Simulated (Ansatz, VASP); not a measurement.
# HfN: VASP beside Ansatz

The input INCAR:

```
SYSTEM = HfN
PREC = Accurate
ENCUT = 520
EDIFF = 1E-6
ISMEAR = 0
SIGMA = 0.15
LREAL = .False.
LASPH = .True.
NELM = 100
ALGO = Normal
ISIF = 2
LWAVE = .False.
LCHARG = .True.
LELF = .True.
LVHAR = .True.
NBANDS = 14
```

The input KPOINTS:

```
regular mesh
0
Gamma
  18 18 18
  0 0 0
```

The input POSCAR:

```
HfN
1.0
    0.0000000000      2.0782800000      2.4397200000
    2.0782800000      0.0000000000      2.4397200000
    2.0782800000      2.0782800000      0.0000000000
Hf N
1 1
Direct
    0.0000000000      0.0000000000      0.0000000000
    0.5000000000      0.5000000000      0.5000000000
```

Input for Ansatz:

```yaml
crystal:
  lattice:
    - [0.0, 2.07828, 2.43972]
    - [2.07828, 0.0, 2.43972]
    - [2.07828, 2.07828, 0.0]
  atoms:
    - { symbol: Hf, position: [0.0, 0.0, 0.0] }
    - { symbol: "N", position: [0.5, 0.5, 0.5] }
basis:
  ecutwfc: 420
kpoints:
  mp_grid: { grid: [18, 18, 18] }
hamiltonian:
  xc: lda
scf:
  occupations: { method: gaussian, width: 0.15 }
output:
  forces: true
  stress: true
  eigenvalues: true
```

Change from the starting cell: strain -0.080 along x and y, +0.080 along z, atoms carried along.

Alike in both runs: task single point; functional LDA; k mesh 18 × 18 × 18; occupations gaussian, width 0.15 eV; no spin polarisation.

|  | VASP | Ansatz |
| --- | --- | --- |
| version | VASP 6.6.1 | Ansatz 0.2.0 |
| potentials or method | VASP PAW LDA potentials, release 64 (Hf_pv, N), cutoff 520 eV | scalar-relativistic, plane waves, PAW |
| valence electrons in the cell | 15 | 31 |

```csv
,VASP,Ansatz,Ansatz less VASP
gap on the k mesh at the Fermi level (eV),none,none,-
pressure (GPa),38.4,38.8,+0.40
"traceless stress, the component that is largest in VASP (GPa)",-59.92,-58.93,+0.989
```

LDA's correlation is that of Perdew and Zunger in VASP and of Perdew and Wang (1992) in Ansatz. A gap of «none» marks a metal or a gap that the smearing closes. Both programs put the cell under a high pressure, so it lies far from rest at this level. VASP's potentials hold 15 valence electrons a cell and Ansatz's 31, so a difference there can come from the potentials and not from the codes.

Neither program's run includes spin-orbit coupling.
